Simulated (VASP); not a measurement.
# C (C2/m) in VASP: further runs, part 2 of 2

VASP 6.6.1.

## Step 4: Single point, PBE+D3(BJ) (mode 4 frozen in at -0.071 Å and mode 6 at -0.015 Å (largest displacements))

File INCAR:

```
PREC = Accurate ; ENCUT = 520
EDIFF = 1E-6 ; ISMEAR = 0
SIGMA = 0.05 ; LREAL = F
LASPH = T ; NELM = 80
ALGO = Normal ; ISIF = 2
LWAVE = F ; LCHARG = F
GGA = PE ; IVDW = 12
NBANDS = 11
```

File KPOINTS:

```
Automatic mesh
0
Gamma
  15 15 15
```

File POSCAR:

```
C
1.0
    1.2324984681      0.7115833223      3.3613878357
   -1.2324984681      0.7115833223      3.3613878357
    0.0000000000     -1.4231666447      3.3613878357
C
2
Direct
    0.1560118008      0.1560118008      0.1665516769
    0.8439881992      0.8439881992      0.8334483231
```

Command:

```sh
$ cat potpaw_PBE.64/C/POTCAR > POTCAR
$ mpirun -np 1 vasp_std > vasp.out
```

Run time: 2.4 min. Hardware: 1 thread of Intel Xeon Platinum 8488C (Sapphire Rapids), shared host; peak memory 0.28 GiB.

Results (log left out):

```
Free energy                : -18.5432 eV
Pressure                   : -0.4 GPa
Largest force              : 2.845 eV/Å
Band gap on the k mesh     : 0.51 eV, direct
Dispersion energy per atom : -0.156 eV
```

Forces on the atoms (eV/Å):
```
C    0.000  1.617  2.341
C    0.000 -1.617 -2.341
```

Stress tensor (GPa, compression positive):
```
-1.77  0.00  0.00
 0.00  4.22 -2.09
 0.00 -2.09 -3.60
```

Levels at points of the mesh, in eV from the valence-band top:
```
           k point  band 1  band 2  band 3  band 4  band 5  band 6  band 7  band 8  band 9
(0.00, 0.00, 0.00)  -19.29   -6.16   -2.95   -2.06    4.10    8.08    9.22   12.00   12.90
```

Caveat: the cell differs from its parent crystal (mode 4 frozen in at -0.071 Å and mode 6 at -0.015 Å (largest displacements)); forces of over 1 eV/Å act on the atoms, so gaps and moduli don't describe the material at rest. A k mesh can miss the band edges.

## Step 5: Single point, PBE+D3(BJ) (mode 4 frozen in at +0.024 Å and mode 6 at +0.015 Å (largest displacements))

File INCAR:

```
SYSTEM = C
ALGO     = Normal         ! electronic algorithm
EDIFF    = 1E-6           ! SCF threshold, eV
ENCUT    = 520            ! plane-wave cutoff, eV
GGA      = PE             ! functional
ISIF     = 2              ! what is computed and relaxed
ISMEAR   = 0              ! smearing method
IVDW     = 12             ! dispersion correction
LASPH    = .TRUE.         ! aspherical terms in the spheres
LCHARG   = .FALSE.        ! write CHGCAR
LREAL    = .FALSE.        ! projectors in reciprocal space
LWAVE    = .FALSE.        ! write WAVECAR
NBANDS   = 11             ! bands
NELM     = 100            ! most SCF steps
PREC     = Accurate       ! precision mode
SIGMA    = 0.05           ! smearing width, eV
```

File KPOINTS:

```
k-points
0
G
  15 15 15
  0 0 0
```

File POSCAR:

```
C
1.0
    1.2324984681      0.7115833223      3.3613878357
   -1.2324984681      0.7115833223      3.3613878357
    0.0000000000     -1.4231666447      3.3613878357
C
2
Direct
    0.1724590968      0.1724590968      0.1619192208
    0.8275409032      0.8275409032      0.8380807792
```

Potentials or basis: VASP PAW PBE potentials, release 64 (C).

Command:

```sh
$ cat potpaw_PBE.64/C/POTCAR > POTCAR
$ mpirun -np 1 vasp_std > vasp.out
```

OUTCAR:

```text
SYSTEM = C
   EDIFF = 1E-6
   ENCUT = 520
   GGA = PE
   ISIF = 2
   ISMEAR = 0
   IVDW = 12
   LASPH = .TRUE.
   LREAL = .FALSE.
   NELM = 100
   PREC = Accurate
 IVDW          = 12

 ion  position               nearest neighbor table
   1  0.172  0.172  0.162-   2 1.41   2 1.41   2 1.45
   2  0.828  0.828  0.838-   1 1.41   1 1.41   1 1.45

  LATTYP: Found a trigonal (rhomboedric) cell.
 ALAT       =     3.6502508791
 COS(alpha) =     0.7719881893

  Lattice vectors:

 A1 = (   1.2324984681,   0.7115833223,   3.3613878357)
 A2 = (  -1.2324984681,   0.7115833223,   3.3613878357)
 A3 = (   0.0000000000,  -1.4231666447,   3.3613878357)

Analysis of symmetry for initial positions (statically):
=====================================================================
 Subroutine PRICEL returns:
 Original cell was already a primitive cell.

 Routine SETGRP: Setting up the symmetry group for a
 trigonal (rhombohedral) supercell.

 Subroutine GETGRP returns: Found  4 space group operations
 (whereof  4 operations were pure point group operations)
 out of a pool of 12 trial point group operations.

[... 173 lines left out ...]
      3       1.2307      2.00000
      4       2.1370      2.00000
      5       8.8803      0.00000
      6      12.4437      0.00000
      7      13.6309      0.00000
      8      16.0727      0.00000
      9      17.3053      0.00000
     10      27.4024      0.00000
     11      30.2250      0.00000
[... 309 lines left out ...]
 k-point    24 :       0.2667    0.0667    0.0000
  band No.  band energies     occupation
      1     -13.5871      2.00000
      2      -2.4126      2.00000
      3      -0.6189      2.00000
      4      -0.3462      2.00000
      5      10.9944      0.00000
      6      12.3110      0.00000
      7      13.3286      0.00000
      8      16.9811      0.00000
      9      20.1926      0.00000
     10      23.5882      0.00000
     11      27.7495      0.00000

 [... further k-points ...]

------------------------ aborting loop because EDIFF is reached ----------------------------------------

 Edisp (eV)   -0.31203

 E8    (eV) :    -0.0884

  FORCE on cell =-STRESS in cart. coord.  units (eV):
  Direction    XX          YY          ZZ          XY          YZ          ZX
  --------------------------------------------------------------------------------------
  -------------------------------------------------------------------------------------
  Total       0.46809    -0.19585    -0.03491     0.00000    -0.07132     0.00000
  in kB      42.39960   -17.73980    -3.16170     0.00000    -6.46008     0.00000
  external pressure =        7.17 kB  Pullay stress =        0.00 kB

 VOLUME and BASIS-vectors are now :
 -----------------------------------------------------------------------------
  energy-cutoff  :      520.00
  volume of cell :       17.69
      direct lattice vectors                 reciprocal lattice vectors
     1.232498468  0.711583322  3.361387836     0.405680017  0.234219467  0.099165389
    -1.232498468  0.711583322  3.361387836    -0.405680017  0.234219467  0.099165389
     0.000000000 -1.423166645  3.361387836     0.000000000 -0.468438935  0.099165389

 POSITION                                       TOTAL-FORCE (eV/Angst)
 -----------------------------------------------------------------------------------
      0.00000      0.01500      1.70368         0.000000     -1.550433     -0.776028
      0.00000     -0.01500      8.38049         0.000000      1.550433      0.776028
 -----------------------------------------------------------------------------------
    total drift:                                0.000000     -0.000000      0.000000

  FREE ENERGIE OF THE ION-ELECTRON SYSTEM (eV)
  ---------------------------------------------------
  free  energy   TOTEN  =       -18.6932341624 eV

  energy  without entropy=      -18.6932340575  energy(sigma->0) =      -18.69323411
```

OSZICAR:

```text
N       E                     dE             d eps       ncg     rms          rms(c)
DAV:   1     0.615544614535E+01    0.61554E+01   -0.45423E+03 20406   0.663E+02
DAV:   2    -0.189613848272E+02   -0.25117E+02   -0.23796E+02 26129   0.131E+02
DAV:   3    -0.195620508621E+02   -0.60067E+00   -0.59953E+00 24896   0.170E+01
DAV:   4    -0.195642969164E+02   -0.22461E-02   -0.22459E-02 23184   0.128E+00
DAV:   5    -0.195643057800E+02   -0.88636E-05   -0.88631E-05 25154   0.736E-02    0.632E+00
DAV:   6    -0.186631825931E+02    0.90112E+00   -0.77366E-01 23322   0.508E+00    0.368E+00
DAV:   7    -0.183778953909E+02    0.28529E+00   -0.87071E-01 23928   0.543E+00    0.103E+00
DAV:   8    -0.183813018758E+02   -0.34065E-02   -0.19271E-02 22331   0.889E-01    0.113E-01
DAV:   9    -0.183811321024E+02    0.16977E-03   -0.52673E-04 24194   0.147E-01    0.526E-02
DAV:  10    -0.183812041044E+02   -0.72002E-04   -0.12401E-04 22536   0.784E-02    0.259E-02
DAV:  11    -0.183812041734E+02   -0.68961E-07   -0.63813E-06 24321   0.147E-02
   1 F= -.18693234E+02 E0= -.18693234E+02  d E =-.104922E-06
```

Wall time 2 min (1 thread of Intel Xeon Platinum 8488C (Sapphire Rapids), shared host); peak memory 0.27 GiB.

Results:

```yaml
Free_energy: -18.6932 eV
Pressure: 0.7 GPa
Largest_force: 1.734 eV/Å
Band_gap_on_the_k_mesh: 0.25 eV, direct
Dispersion_energy_per_atom: -0.156 eV
```

Forces in eV/Å, atoms in the order of the input:
```
C    0.000 -1.550 -0.776
C    0.000  1.550  0.776
```

Caveat: the cell differs from its parent crystal (mode 4 frozen in at +0.024 Å and mode 6 at +0.015 Å (largest displacements)); forces of over 1 eV/Å act on the atoms, so gaps and moduli don't describe the material at rest. A k mesh can miss the band edges.

## Step 6: Single point, PBE+D3(BJ) (mode 4 frozen in at +0.024 Å and mode 6 at -0.045 Å (largest displacements))

File INCAR:

```
SYSTEM = C
ALGO = Normal
EDIFF = 1E-7
ENCUT = 520
GGA = PE
ISIF = 2
ISMEAR = 0
IVDW = 12
LASPH = .True.
LCHARG = .False.
LREAL = .False.
LWAVE = .False.
NBANDS = 11
NELM = 80
PREC = Accurate
SIGMA = 0.05
```

File KPOINTS:

```
k-points
0
Gamma
  15 15 15
  0 0 0
```

File POSCAR:

```
C
1.0
    1.2324984681      0.7115833223      3.3613878357
   -1.2324984681      0.7115833223      3.3613878357
    0.0000000000     -1.4231666447      3.3613878357
C
2
Direct
    0.1584059288      0.1584059288      0.1900255569
    0.8415940712      0.8415940712      0.8099744431
```

Potentials or basis: VASP PAW PBE potentials, release 64 (C).

Command:

```sh
$ cat potpaw_PBE.64/C/POTCAR > POTCAR
$ mpirun -np 1 vasp_std > vasp.out
```

OUTCAR:

```text
SYSTEM = C
   EDIFF = 1E-7
   ENCUT = 520
   GGA = PE
   ISIF = 2
   ISMEAR = 0
   IVDW = 12
   LASPH = .True.
   LREAL = .False.
   NELM = 80
   PREC = Accurate
 IVDW          = 12

 ion  position               nearest neighbor table
   1  0.158  0.158  0.190-   2 1.33   2 1.47   2 1.47
   2  0.842  0.842  0.810-   1 1.33   1 1.47   1 1.47

  LATTYP: Found a trigonal (rhomboedric) cell.
 ALAT       =     3.6502508791
 COS(alpha) =     0.7719881893

  Lattice vectors:

 A1 = (   1.2324984681,   0.7115833223,   3.3613878357)
 A2 = (  -1.2324984681,   0.7115833223,   3.3613878357)
 A3 = (   0.0000000000,  -1.4231666447,   3.3613878357)

Analysis of symmetry for initial positions (statically):
=====================================================================
 Subroutine PRICEL returns:
 Original cell was already a primitive cell.

 Routine SETGRP: Setting up the symmetry group for a
 trigonal (rhombohedral) supercell.

 Subroutine GETGRP returns: Found  4 space group operations
 (whereof  4 operations were pure point group operations)
 out of a pool of 12 trial point group operations.

[... 173 lines left out ...]
      3       0.4017      2.00000
      4       3.0587      2.00000
      5       8.8871      0.00000
      6      11.2948      0.00000
      7      14.6313      0.00000
      8      16.1337      0.00000
      9      17.4818      0.00000
     10      27.3437      0.00000
     11      29.8679      0.00000
[... 309 lines left out ...]
 k-point    24 :       0.2667    0.0667    0.0000
  band No.  band energies     occupation
      1     -13.6078      2.00000
      2      -2.5269      2.00000
      3      -0.6628      2.00000
      4      -0.2713      2.00000
      5      11.0623      0.00000
      6      12.3164      0.00000
      7      12.8217      0.00000
      8      17.5245      0.00000
      9      20.3287      0.00000
     10      23.6152      0.00000
     11      27.6296      0.00000

 [... further k-points ...]

------------------------ aborting loop because EDIFF is reached ----------------------------------------

 Edisp (eV)   -0.31218

 E8    (eV) :    -0.0884

  FORCE on cell =-STRESS in cart. coord.  units (eV):
  Direction    XX          YY          ZZ          XY          YZ          ZX
  --------------------------------------------------------------------------------------
  -------------------------------------------------------------------------------------
  Total      -0.44088     1.89632    -0.01538     0.00000     0.24494     0.00000
  in kB     -39.93457   171.76689    -1.39341     0.00000    22.18617     0.00000
  external pressure =       43.48 kB  Pullay stress =        0.00 kB

 VOLUME and BASIS-vectors are now :
 -----------------------------------------------------------------------------
  energy-cutoff  :      520.00
  volume of cell :       17.69
      direct lattice vectors                 reciprocal lattice vectors
     1.232498468  0.711583322  3.361387836     0.405680017  0.234219467  0.099165389
    -1.232498468  0.711583322  3.361387836    -0.405680017  0.234219467  0.099165389
     0.000000000 -1.423166645  3.361387836     0.000000000 -0.468438935  0.099165389

 POSITION                                       TOTAL-FORCE (eV/Angst)
 -----------------------------------------------------------------------------------
      0.00000     -0.04500      1.70368         0.000000      5.347127     -0.730764
      0.00000      0.04500      8.38049         0.000000     -5.347127      0.730764
 -----------------------------------------------------------------------------------
    total drift:                               -0.000000      0.000000     -0.000000

  FREE ENERGIE OF THE ION-ELECTRON SYSTEM (eV)
  ---------------------------------------------------
  free  energy   TOTEN  =       -18.4847175158 eV

  energy  without entropy=      -18.4847175158  energy(sigma->0) =      -18.48471752
```

Wall time 2.3 min (1 thread of Intel Xeon Platinum 8488C (Sapphire Rapids), shared host); peak memory 0.28 GiB.

Results:

```
Free energy                : -18.4847 eV
Pressure                   : 4.3 GPa
Largest force              : 5.397 eV/Å
Band gap on the k mesh     : 0.45 eV, indirect (least direct gap 0.52 eV)
Dispersion energy per atom : -0.156 eV
```

Forces on the atoms (eV/Å):
```
C    0.000  5.347 -0.731
C    0.000 -5.347  0.731
```

Caveat: the cell differs from its parent crystal (mode 4 frozen in at +0.024 Å and mode 6 at -0.045 Å (largest displacements)); forces of over 1 eV/Å act on the atoms, so gaps and moduli don't describe the material at rest.
